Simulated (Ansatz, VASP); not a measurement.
**Ir in VASP and in Ansatz**

File INCAR:

```
SYSTEM = Ir
PREC = Accurate ; ENCUT = 520
EDIFF = 1E-6 ; ISMEAR = 0
SIGMA = 0.15 ; LREAL = .False.
LASPH = .True. ; NELM = 60
ALGO = Normal ; ISIF = 2
LWAVE = .False. ; LCHARG = .True.
GGA = PE ; LELF = .True.
LVHAR = .True. ; NBANDS = 10
```

Contents of KPOINTS:

```
Automatic mesh
0
Gamma
  20 20 20
  0 0 0
```

Contents of POSCAR:

```
Ir
1.0
    0.0000000000      1.9351816027      1.9351816027
    1.9351816027      0.0000000000      1.9351816027
    1.9351816027      1.9351816027      0.0000000000
Ir
1
Direct
    0.0000000000      0.0000000000      0.0000000000
```

Input for Ansatz:

```yaml
crystal:
  lattice:
    - [0.0, 1.9351816027, 1.9351816027]
    - [1.9351816027, 0.0, 1.9351816027]
    - [1.9351816027, 1.9351816027, 0.0]
  atoms:
    - { symbol: Ir, position: [0.0, 0.0, 0.0] }
basis:
  ecutwfc: 420
kpoints:
  mp_grid: { grid: [20, 20, 20] }
hamiltonian:
  xc: pbe
  pseudopotentials: { kind: paw, azcp: { folder: soft_1 } }
scf:
  occupations: { method: gaussian, width: 0.15 }
output:
  forces: true
  stress: true
  eigenvalues: true
  write_density: true
  write_potential: true
  elf: true
  volumetric_format: npy
```

Alike in both runs: task single point; functional PBE; k mesh 20 × 20 × 20; occupations gaussian, width 0.15 eV; no spin polarisation.

```csv
,VASP,Ansatz
version,VASP 6.6.1,Ansatz 0.2.0
potentials or method,"VASP PAW PBE potentials, release 64 (Ir), cutoff 520 eV","scalar-relativistic, plane waves, PAW"
valence electrons in the cell,9,17
```

```tsv
	VASP	Ansatz	Ansatz less VASP
gap on the k mesh at the Fermi level (eV)	none	none	-
pressure (GPa)	0.5	-0.1	-0.58
```

A gap of «none» marks a metal or a gap that the smearing closes. VASP's potentials hold 9 valence electrons a cell and Ansatz's 17, so a difference there can come from the potentials and not from the codes.

Neither program's run includes spin-orbit coupling.
